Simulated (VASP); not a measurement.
Set up this calculation in VASP 6.6.1, as the native input.

* Task: electric field gradients
* Functional: PBE
* Potentials or basis: VASP PAW PBE potentials, release 64 (Na_pv, I)
* Cutoff: 520 eV
* k mesh: 3 × 3 × 3
* Occupations: gaussian, width 0.01 eV
* Spin: no spin polarisation
* Dipole correction: no
* Further INCAR settings: LREAL = Auto; ALGO = Normal; EDIFF = 1e-08; NBANDS = 70

The structure of NaI lies in POSCAR:

```
NaI
1.0
    0.0000000000      6.4373133726      6.4373133726
    6.4373133726      0.0000000000      6.4373133726
    6.4373133726      6.4373133726      0.0000000000
Na I
8 8
Direct
    0.0000000000      0.0000000000      0.0000000000
    0.0000000000      0.0000000000      0.5000000000
    0.0000000000      0.5000000000      0.0000000000
    0.0000000000      0.5000000000      0.5000000000
    0.5000000000      0.0000000000      0.0000000000
    0.5000000000      0.0000000000      0.5000000000
    0.5000000000      0.5000000000      0.0000000000
    0.5000000000      0.5000000000      0.5000000000
    0.2500000000      0.2500000000      0.2500000000
    0.2500000000      0.2500000000      0.7500000000
    0.2500000000      0.7500000000      0.2500000000
    0.2500000000      0.7500000000      0.7500000000
    0.7500000000      0.2500000000      0.2500000000
    0.7500000000      0.2500000000      0.7500000000
    0.7500000000      0.7500000000      0.2500000000
    0.7500000000      0.7500000000      0.7500000000
```

One way to write it, as run:

INCAR

```
SYSTEM = NaI
ALGO     = Normal         ! electronic algorithm
EDIFF    = 1E-8           ! SCF threshold, eV
ENCUT    = 520            ! plane-wave cutoff, eV
GGA      = PE             ! functional
ISIF     = 2              ! what is computed and relaxed
ISMEAR   = 0              ! smearing method
LASPH    = .TRUE.         ! aspherical terms in the spheres
LCHARG   = .FALSE.        ! write CHGCAR
LEFG     = .TRUE.       
LREAL    = Auto         
LWAVE    = .FALSE.        ! write WAVECAR
NBANDS   = 70             ! bands
NELM     = 60             ! most SCF steps
PREC     = Accurate       ! precision mode
SIGMA    = 0.01           ! smearing width, eV
```

KPOINTS

```
k-points
0
G
  3 3 3
  0 0 0
```

Potentials or basis: VASP PAW PBE potentials, release 64 (Na_pv, I).

Command:

```sh
$ cat potpaw_PBE.64/Na_pv/POTCAR potpaw_PBE.64/I/POTCAR > POTCAR
$ mpirun -np 1 vasp_std > vasp.out
```

Results of the run:

| Quantity | Value |
| --- | --- |
| Pressure | 0.7 GPa |
| Band gap on the k mesh | 3.69 eV |

Caveat: without QUAD_EFG the Cq values of the log hold for a quadrupole moment of 1 mb, not for the nuclei; spin-orbit coupling is left out, which moves the levels of the heavy elements.

It used 1100 s of CPU time on 1 thread of AMD EPYC 7R13 Processor (Zen 3) (shared host).
